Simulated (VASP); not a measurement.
# InP (gw) (F-43m) in VASP: notebook

The runs below take InP (gw) through single point, with PBEsol.

All numbers are computed with VASP 6.6.1; they aren't measurements. Logs are shortened: lines on timing, memory, paths and dates and some standing lists are left out, and cuts for length are marked.

## (1) The cell of the first run

It takes space group F-43m (No. 216, cubic). Conventional cell: a = 5.878 Å, b = 5.878 Å, c = 5.878 Å, α = 90.00°, β = 90.00°, γ = 90.00°. Within 3.4 Å of In (site symmetry -43m) lie 4 P at 2.55 Å. Within 3.4 Å of P (site symmetry -43m) lie 4 In at 2.55 Å.

## (2) Single point, PBEsol

Contents of INCAR:

```
SYSTEM = InP
PREC = Accurate ; ENCUT = 500
EDIFF = 1E-6 ; ISMEAR = 0
SIGMA = 0.01 ; LREAL = .FALSE.
LASPH = .TRUE. ; NELM = 120
ALGO = Normal ; ISIF = 2
LWAVE = .FALSE. ; LCHARG = .FALSE.
GGA = PS ; NBANDS = 16
GGA_COMPAT = .FALSE.
```

Contents of KPOINTS:

```
regular mesh
0
G
  4 4 4
  0 0 0
```

Contents of POSCAR:

```
InP
1.0
    0.0000000000      2.9391881192      2.9391881192
    2.9391881192      0.0000000000      2.9391881192
    2.9391881192      2.9391881192      0.0000000000
In P
1 1
Direct
    0.0000000000      0.0000000000      0.0000000000
    0.2500000000      0.2500000000      0.2500000000
```

Potentials or basis: VASP PAW PBE potentials, release 64 (In_d, P).

The run is started by

```sh
$ cat potpaw_PBE.64/In_d/POTCAR potpaw_PBE.64/P/POTCAR > POTCAR
$ mpirun -np 1 vasp_std > vasp.out
```

OUTCAR:

```text
SYSTEM = InP
   PREC = Accurate
   ENCUT = 500
   EDIFF = 1E-6
   ISMEAR = 0
   LREAL = .FALSE.
   LASPH = .TRUE.
   NELM = 120
   ISIF = 2
   GGA = PS

 ion  position               nearest neighbor table
   1  0.000  0.000  0.000-   2 2.55   2 2.55   2 2.55   2 2.55
   2  0.250  0.250  0.250-   1 2.55   1 2.55   1 2.55   1 2.55

  LATTYP: Found a face centered cubic cell.
 ALAT       =     5.8783762384

  Lattice vectors:

 A1 = (   0.0000000000,   2.9391881192,   2.9391881192)
 A2 = (   2.9391881192,   0.0000000000,   2.9391881192)
 A3 = (   2.9391881192,   2.9391881192,   0.0000000000)

Analysis of symmetry for initial positions (statically):
=====================================================================
 Subroutine PRICEL returns:
 Original cell was already a primitive cell.

 Routine SETGRP: Setting up the symmetry group for a
 face centered cubic supercell.

 Subroutine GETGRP returns: Found 24 space group operations
 (whereof 24 operations were pure point group operations)
 out of a pool of 48 trial point group operations.

The static configuration has the point symmetry T_d .

Analysis of symmetry for dynamics (positions and initial velocities):
=====================================================================
 Subroutine PRICEL returns:
 Original cell was already a primitive cell.

 Routine SETGRP: Setting up the symmetry group for a
 face centered cubic supercell.

 Subroutine GETGRP returns: Found 24 space group operations
 (whereof 24 operations were pure point group operations)
 out of a pool of 48 trial point group operations.

The dynamic configuration has the point symmetry T_d .

 Subroutine INISYM returns: Found 24 space group operations
 (whereof 24 operations are pure point group operations),
 and found     1 'primitive' translations

----------------------------------------------------------------------------------------

                                     Primitive cell

  volume of cell :      50.7823

  direct lattice vectors                    reciprocal lattice vectors
     0.000000000  2.939188119  2.939188119    -0.170115004  0.170115004  0.170115004
     2.939188119  0.000000000  2.939188119     0.170115004 -0.170115004  0.170115004
     2.939188119  2.939188119  0.000000000     0.170115004  0.170115004 -0.170115004

  length of vectors
     4.156639701  4.156639701  4.156639701     0.294647831  0.294647831  0.294647831

  position of ions in fractional coordinates (direct lattice)
     0.000000000  0.000000000  0.000000000
     0.250000000  0.250000000  0.250000000

  ion indices of the primitive-cell ions
   primitive index   ion index
                 1           1
                 2           2

----------------------------------------------------------------------------------------

 KPOINTS: regular mesh

Automatic generation of k-mesh.
 Grid dimensions read from file:
 generate k-points for:    4    4    4

 Generating k-lattice:

  Cartesian coordinates                     Fractional coordinates (reciprocal lattice)
    -0.042528751  0.042528751  0.042528751     0.250000000  0.000000000  0.000000000
     0.042528751 -0.042528751  0.042528751     0.000000000  0.250000000  0.000000000
     0.042528751  0.042528751 -0.042528751     0.000000000  0.000000000  0.250000000

  Length of vectors
     0.073661958  0.073661958  0.073661958

  Shift w.r.t. Gamma in fractional coordinates (k-lattice)
     0.000000000  0.000000000  0.000000000

 Subroutine IBZKPT returns following result:
 ===========================================

 Found      8 irreducible k-points:

 Following reciprocal coordinates:
            Coordinates               Weight
  0.000000  0.000000  0.000000      1.000000
  0.250000  0.000000  0.000000      8.000000
  0.500000  0.000000  0.000000      4.000000
  0.250000  0.250000  0.000000      6.000000
  0.500000  0.250000  0.000000     24.000000
 -0.250000  0.250000  0.000000     12.000000
  0.500000  0.500000  0.000000      3.000000
 -0.250000  0.500000  0.250000      6.000000
   k-points           NKPTS =      8   k-points in BZ     NKDIM =      8   number of bands    NBANDS=     16
   number of dos      NEDOS =    301   number of ions     NIONS =      2
   total plane-waves  NPLWV =  27000
   dimension x,y,z NGX =    30 NGY =   30 NGZ =   30
   dimension x,y,z NGXF=    60 NGYF=   60 NGZF=   60
   ions per type =               1   1
   NGX,Y,Z   is equivalent  to a cutoff of  12.00, 12.00, 12.00 a.u.
   NGXF,Y,Z  is equivalent  to a cutoff of  24.00, 24.00, 24.00 a.u.
 SYSTEM =  InP
   PREC   = accura    normal or accurate (medium, high low for compatibility)
   ISTART =      0    job   : 0-new  1-cont  2-samecut
   ICHARG =      2    charge: 1-file 2-atom 10-const
   ISPIN  =      1    spin polarized calculation?
   LNONCOLLINEAR =      F non collinear calculations
   LSORBIT =      F    spin-orbit coupling
   LASPH  =      T    aspherical Exc in radial PAW
   ENCUT  =  500.0 eV  36.75 Ry    6.06 a.u.   7.58  7.58  7.58*2*pi/ulx,y,z
   NELM   =    120;   NELMIN=  2; NELMDL= -5     # of ELM steps
   EDIFF  = 0.1E-05   stopping-criterion for ELM
   LREAL  =      F    real-space projection
   EDIFFG = 0.1E-04   stopping-criterion for IOM
   NSW    =      0    number of steps for IOM
   IBRION =     -1    ionic relax: 0-MD 1-quasi-New 2-CG
   NFREE  =      0    steps in history (QN), initial steepest desc. (CG)
   ISIF   =      2    stress and relaxation
   ISYM   =      2    0-nonsym 1-usesym 2-fastsym
   POTIM  = 0.5000    time-step for ionic-motion
   TEBEG  =    0.0;   TEEND  =   0.0 temperature during run
   PSTRESS=    0.0 pullay stress
   NELECT =      18.0000    total number of electrons
   NUPDOWN=      -1.0000    fix difference up-down
   EMIN   =  10.00;   EMAX   =-10.00  energy-range for DOS
   EFERMI =   0.00;   METHOD = LEGACY
   ISMEAR =     0;   SIGMA  =   0.01  broadening in eV -4-tet -1-fermi 0-gaus
   EFERMI_NEDOS =   21; number of points for ismear=-14 and -15
   IALGO  =     38    algorithm
   IMIX   =      4    mixing-type and parameters
     AMIX     =   0.40;   BMIX     =  1.00
     AMIX_MAG =   1.60;   BMIX_MAG =  1.00
  volume/ion in A,a.u.               =      25.39       171.35
  Fermi-wavevector in a.u.,A,eV,Ry     =   1.158586  2.189410 18.263394  1.342322
  Thomas-Fermi vector in A             =   2.295187
   LORBIT       =      0    0 simple, 1 ext, 2 COOP (PROOUT), +10 PAW based schemes
   GGA     = PS    functional components
   LHFCALC =     F    Hartree Fock is set to
   AEXX    =    0.0000 exact exchange contribution
   IVDW    =     0    specifies the selected vdW correction
   LEPSILON=     F    determine dielectric tensor
   LRPA    =     F    only Hartree local field effects (RPA)
 non-spin polarized calculation
 Gauss-broadening in eV      SIGMA  =   0.01
  energy-cutoff  :      500.00
  volume of cell :       50.78
 maximum number of plane-waves:      1308
   NGX = 15   NGY = 15   NGZ = 15

 number of electron      18.0000005 magnetization

 Free energy of the ion-electron system (eV)
  ---------------------------------------------------
  ext. energy  EPLUGINS =         0.00000000
  ---------------------------------------------------
  free energy    TOTEN  =        -9.03909895 eV

  energy without entropy =       -9.03909895  energy(sigma->0) =       -9.03909895

 E-fermi :   5.0920     XC(G=0):  -9.4222

 val. band max:        5.0420943173   @ k =   0.0000   0.0000   0.0000
 cond. band min:       5.5924703107   @ k =   0.0000   0.0000   0.0000
 fundamental gap:      0.5503759934
 Fermi energy:         5.0919606665

 k-point     1 :       0.0000    0.0000    0.0000
  band No.  band energies     occupation
      1      -9.1401      2.00000
      2      -9.1401      2.00000
      3      -9.1401      2.00000
      4      -8.9923      2.00000
      5      -8.9923      2.00000
      6      -6.4516      2.00000
[... 8 lines left out ...]
     15      14.4320      0.00000
     16      14.4320      0.00000

 k-point     2 :       0.2500    0.0000    0.0000
  band No.  band energies     occupation
      1      -9.1999      2.00000
      2      -9.1173      2.00000
      3      -9.1173      2.00000
      4      -8.9897      2.00000
      5      -8.9897      2.00000
      6      -5.7770      2.00000
[... 8 lines left out ...]
     15      13.5284      0.00000
     16      13.9331      0.00000

 k-point     3 :       0.5000    0.0000    0.0000
  band No.  band energies     occupation
      1      -9.2548      2.00000
      2      -9.1022      2.00000
      3      -9.1022      2.00000
      4      -8.9789      2.00000
      5      -8.9789      2.00000
      6      -4.7261      2.00000
[... 8 lines left out ...]
     15      15.6085      0.00000
     16      15.6085      0.00000

 k-point     4 :       0.2500    0.2500    0.0000
  band No.  band energies     occupation
      1      -9.2389      2.00000
      2      -9.0900      2.00000
      3      -9.0900      2.00000
      4      -9.0154      2.00000
      5      -8.9750      2.00000
      6      -5.5550      2.00000
[... 8 lines left out ...]
     15      14.9767      0.00000
     16      16.8929      0.00000

 k-point     5 :       0.5000    0.2500    0.0000
  band No.  band energies     occupation
      1      -9.2773      2.00000
      2      -9.0797      2.00000
      3      -9.0672      2.00000
      4      -9.0122      2.00000
      5      -8.9714      2.00000
      6      -4.4666      2.00000
[... 8 lines left out ...]
     15      15.7466      0.00000
     16      16.9071      0.00000

 k-point     6 :      -0.2500    0.2500    0.0000
  band No.  band energies     occupation
      1      -9.2491      2.00000
      2      -9.0956      2.00000
      3      -9.0876      2.00000
      4      -8.9936      2.00000
      5      -8.9873      2.00000
      6      -4.8584      2.00000
[... 8 lines left out ...]
     15      15.2560      0.00000
     16      16.7920      0.00000

 k-point     7 :       0.5000    0.5000    0.0000
  band No.  band energies     occupation
      1      -9.3196      2.00000
      2      -9.0431      2.00000
      3      -9.0374      2.00000
      4      -9.0374      2.00000
      5      -8.9577      2.00000
      6      -4.0667      2.00000
[... 8 lines left out ...]
     15      15.7839      0.00000
     16      16.7679      0.00000

 k-point     8 :      -0.2500    0.5000    0.2500
  band No.  band energies     occupation
      1      -9.2861      2.00000
      2      -9.0817      2.00000
      3      -9.0461      2.00000
      4      -9.0125      2.00000
      5      -8.9775      2.00000
      6      -3.9869      2.00000
[... 8 lines left out ...]
     15      16.2753      0.00000
     16      16.9014      0.00000

------------------------ aborting loop because EDIFF is reached ----------------------------------------

  FORCE on cell =-STRESS in cart. coord.  units (eV):
  Direction    XX          YY          ZZ          XY          YZ          ZX
  --------------------------------------------------------------------------------------
  -------------------------------------------------------------------------------------
  Total        0.0543390      0.0543390      0.0543390      0.0000000      0.0000000      0.0000000
  in kB        1.7143929      1.7143929      1.7143929      0.0000000      0.0000000      0.0000000
  external PRESSURE =       1.7143929 kB  Pullay stress =       0.0000000 kB

 VOLUME and BASIS-vectors are now :
 -----------------------------------------------------------------------------
  energy-cutoff  :      500.00
  volume of cell :       50.78
      direct lattice vectors                 reciprocal lattice vectors
     0.000000000  2.939188119  2.939188119    -0.170115004  0.170115004  0.170115004
     2.939188119  0.000000000  2.939188119     0.170115004 -0.170115004  0.170115004
     2.939188119  2.939188119  0.000000000     0.170115004  0.170115004 -0.170115004

 POSITION                                       TOTAL-FORCE (eV/Angst)
 -----------------------------------------------------------------------------------
      0.00000      0.00000      0.00000        -0.000000     -0.000000     -0.000000
      1.46959      1.46959      1.46959         0.000000      0.000000      0.000000
 -----------------------------------------------------------------------------------
    total drift:                                0.000000      0.000000     -0.000000

  FREE ENERGIE OF THE ION-ELECTRON SYSTEM (eV)
  ---------------------------------------------------
  free  energy   TOTEN  =        -9.0390989526 eV

  energy  without entropy=       -9.0390989526  energy(sigma->0) =       -9.03909895
```

It took 7.3 s on 1 thread of AMD EPYC 7R13 (Zen 3), shared host; peak memory 0.13 GiB.

What came out:

```
Free energy            : -9.0391 eV
Pressure               : 0.2 GPa
Band gap on the k mesh : 0.55 eV, direct
```

Caveat: the k points lie up to 0.46 Å⁻¹ apart; the PAW data sets were made with another functional, which shifts forces and pressure a little; spin-orbit coupling is left out, which moves the levels of the heavy elements. PBEsol gaps usually lie below the measured ones, often by a third to a half.

[end of part 1 of 2]
